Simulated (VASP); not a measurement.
The system is Al3B2As.

```
Al B As
1.0
     4.85845    0.00000    0.00000
    -2.42923    4.20754    0.00000
     0.00000    0.00000    4.41484
Al B As
3 2 1
Direct
  0.76962 0.00000 0.50000
  0.00000 0.76962 0.50000
  0.23038 0.23038 0.50000
  0.33333 0.66667 0.50000
  0.66667 0.33333 0.50000
  0.00000 0.00000 0.00000
```

The cell was built from a structure type or drawn by symmetry, and may not be a known phase.

- Program: VASP 6.6.1
- Task: relaxation of cell and atoms
- Functional: PBE
- Potentials or basis: VASP PAW PBE potentials, release 64 (Al, B, As)
- Cutoff: 600 eV
- k mesh: 6 × 6 × 4
- Occupations: gaussian, width 0.1 eV
- Spin: no spin polarisation

At the start: pressure 60.2 GPa; volume 15.04 Å³/atom.

**Question.** Where does the relaxation end?

**Answer.** Over 39 steps the energy falls by 2041.6 meV/atom and the volume is 17.27 Å³/atom (+14.8 %); space group P-62m (No. 189, to 0.1 Å) before and after.

The path:
```tsv
step	energy change (eV)	largest force (eV/Å)	pressure (GPa)	volume (Å³)
1	0.0000	12.8356	60.23	90.25
2	-8.3867	0.3237	-6.40	183.36
3	-9.3917	1.5452	3.90	131.59
4	-9.4309	1.1951	-0.31	144.89
5	-9.4420	1.2358	0.13	143.23
6	-10.1364	0.2934	-4.34	145.20
7	-10.2639	0.0598	-5.97	145.80
8	-10.9013	0.2558	-3.82	129.91
9	-11.1130	0.4883	-1.35	120.32
10	-11.1372	0.6509	0.26	115.72
11	-11.1374	0.6266	0.03	116.34
12	-11.1918	0.3723	0.23	115.50
13	-11.2300	0.0917	0.79	113.92
14	-11.2494	0.1865	-1.03	115.85
15	-11.2969	0.7958	-4.31	119.51
16	-11.2602	0.8829	-9.08	126.63
17	-11.3269	0.9619	-5.68	121.25
18	-11.3256	0.9278	-7.63	124.14
19	-11.3356	0.9562	-6.36	122.20
20	-11.3365	0.9545	-6.40	122.26
21	-11.3390	0.9509	-6.53	122.43
22	-11.3429	0.9431	-6.79	122.78
23	-11.3464	0.9264	-7.30	123.47
24	-11.3521	0.9231	-7.29	123.40
25	-11.3692	0.9141	-7.26	123.19
26	-11.4032	0.8960	-7.20	122.77
27	-11.4700	0.8590	-7.10	121.94
28	-11.5988	0.7842	-6.85	120.26
29	-11.8319	0.6288	-6.20	116.91
30	-12.1469	0.3018	-4.26	110.18
31	-11.4428	0.2191	5.00	96.60
32	-12.1841	0.2003	-3.44	108.14
33	-12.1893	0.1459	-2.93	107.01
34	-12.2257	0.1175	-1.91	105.77
35	-12.2483	0.0734	-0.36	104.06
36	-12.2487	0.0650	-0.08	103.78
37	-12.2487	0.0669	-0.15	103.85
38	-12.2490	0.0558	-0.12	103.79
39	-12.2495	0.0228	-0.02	103.64
```

Final structure:
```
Al B As
1.0
     6.47591    0.00000    0.00000
    -3.23796    5.60830    0.00000
     0.00000    0.00000    2.85352
Al B As
3 2 1
Direct
  0.65502 0.00000 0.50000
  0.00000 0.65502 0.50000
  0.34498 0.34498 0.50000
  0.33333 0.66667 0.50000
  0.66667 0.33333 0.50000
  0.00000 0.00000 0.00000
```

Caveat: a cell axis changed by over 15 % at a fixed basis, so the end point is rough.
